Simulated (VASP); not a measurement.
Runs of VASP 6.6.1 on Sb. The structure is that of space group Pm-3m (No. 221), or close to it. The cells are those of the table. This isn't the form of Sb at room conditions, which is rhombohedral.

| cell | k mesh | smearing | gap on the mesh (eV) | pressure (GPa) |
| --- | --- | --- | --- | --- |
| a = 3.062 Å, 1 atom | 16 × 16 × 16 | fermi-dirac 0.15 eV | none | 0.1 |
| a = 3.160 Å, 1 atom | 6 × 6 × 6 | gaussian 0.1 eV | none | -3.8 |
| a = 3.160 Å, 1 atom | 12 × 12 × 12 | gaussian 0.1 eV | none | (a) |
| a = 3.172 Å, 1 atom | 14 × 14 × 14 | gaussian 0.1 eV | none | -5.1 |

Alike in all rows: level PBEsol; potentials or basis VASP PAW PBE potentials, release 64 (Sb); no spin polarisation.

Fill in the values left out.

(a) -4.6.

Caveats: the PAW data sets were made with another functional, which shifts forces and pressure a little; spin-orbit coupling is left out, which moves the levels of the heavy elements; the cell stands under tension (at least some runs).

A k mesh can miss the band edges, and the runs leave out spin-orbit coupling on Sb.

A gap of «none» marks levels without a gap at the run's occupations.
